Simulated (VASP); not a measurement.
A run of VASP 6.6.1 is set up as follows.

The input INCAR:

```
SYSTEM = WS2
PREC     = Accurate       ! precision mode
ENCUT    = 520            ! plane-wave cutoff, eV
EDIFF    = 1E-6           ! SCF threshold, eV
ISMEAR   = 0              ! smearing method
SIGMA    = 0.02           ! smearing width, eV
LREAL    = .False.        ! projectors in reciprocal space
LASPH    = .True.         ! aspherical terms in the spheres
NELM     = 60             ! most SCF steps
ALGO     = Normal         ! electronic algorithm
ISIF     = 2              ! what is computed and relaxed
LWAVE    = .False.        ! write WAVECAR
LCHARG   = .False.        ! write CHGCAR
GGA      = PE             ! functional
IVDW     = 12             ! dispersion correction
NBANDS   = 35             ! bands
```

Contents of KPOINTS:

```
regular mesh
0
Gamma
  12 12 4
  0 0 0
```

Contents of POSCAR:

```
WS2
1.0
    3.1541505634      0.0000000000      0.0000000000
   -1.5770752817      2.7315745153      0.0000000000
    0.0000000000      0.0000000000     12.1477773454
W S
2 4
Direct
    0.3333333333      0.6666666667      0.7501682012
    0.6666666667      0.3333333333      0.2498317988
    0.3333333333      0.6666666667      0.1202132495
    0.6666666667      0.3333333333      0.6205433143
    0.3333333333      0.6666666667      0.3794566857
    0.6666666667      0.3333333333      0.8797867505
```

Potentials or basis: VASP PAW PBE potentials, release 64 (W_sv, S).

Launch:

```sh
$ cat potpaw_PBE.64/W_sv/POTCAR potpaw_PBE.64/S/POTCAR > POTCAR
$ mpirun -np 1 vasp_std > vasp.out
```

Question: Predict the pressure.

Answer: 0.0 GPa.

Question: What does it give for the dispersion energy per atom?

Answer: -0.435 eV.

Question: Estimate the band gap on the k mesh.

Answer: 0.91 eV, indirect (least direct gap 1.83 eV).

Forces on the atoms (eV/Å):
```
W    0.000  0.000 -0.002
W    0.000  0.000  0.002
S    0.000  0.000 -0.004
S    0.000  0.000 -0.007
S    0.000  0.000  0.007
S    0.000  0.000  0.004
```

Caveat: spin-orbit coupling is left out, which moves the levels of the heavy elements. A k mesh can miss the band edges.
